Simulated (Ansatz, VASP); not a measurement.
## Ga3Se: VASP beside Ansatz

```
CELL_PARAMETERS angstrom
4.34116 0.00000 0.00000
0.00000 4.34116 0.00000
0.00000 0.00000 4.34116
ATOMIC_POSITIONS crystal
Ga 0.00000 0.50000 0.50000
Ga 0.50000 0.00000 0.50000
Ga 0.50000 0.50000 0.00000
Se 0.00000 0.00000 0.00000
```

Alike in both runs: task single point; functional PBE; k mesh 10 × 10 × 10; occupations gaussian, width 0.1 eV; no spin polarisation.

|  | VASP | Ansatz |
| --- | --- | --- |
| version | VASP 6.6.1 | Ansatz 0.2.0 |
| potentials or method | VASP PAW PBE potentials, release 64 (Ga_d, Se), cutoff 520 eV | scalar-relativistic, plane waves, PAW |
| valence electrons in the cell | 45 | 55 |

```tsv
	VASP	Ansatz	Ansatz less VASP
gap on the k mesh at the Fermi level (eV)	none	none	-
pressure (GPa)	2.0	2.0	-0.06
```

A gap of «none» marks a metal or a gap that the smearing closes. With one functional, cell and mesh, what is left measures potentials, basis and numerics. VASP's potentials hold 45 valence electrons a cell and Ansatz's 55, so a difference there can come from the potentials and not from the codes.
